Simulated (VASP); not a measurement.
Runs of VASP 6.6.1 on Si. The structure is cubic, space group Fd-3m (No. 227). Conventional cell: a = 5.433 Å, b = 5.433 Å, c = 5.433 Å, α = 90.00°, β = 90.00°, γ = 90.00°. Si (site symmetry -43m) has 4 Si at 2.35 Å within 3.1 Å. 

```tsv
level	potentials or basis	cutoff (eV)	gap on the mesh (eV)	pressure (GPa)
r2SCAN	VASP PAW PBE potentials, release 64 (Si)	520	0.82	0.4
PBEsol	VASP PAW PBE potentials, release 64 (Si)	520	0.50	0.2
PBE	VASP PAW PBE potentials, release 64 (Si)	500	0.62	(b)
LDA	VASP PAW LDA potentials, release 64 (Si)	500	0.52	(a)
```

Alike in all rows: task single point; no spin polarisation; cell as given; k mesh 8 × 8 × 8; smearing fermi-dirac 0.05 eV.

Q: Fill in the values left out.

A: (a) -1.5; (b) 1.8.

Caveats: the PAW data sets were made with another functional, which shifts forces and pressure a little (some runs).

A k mesh can miss the band edges.
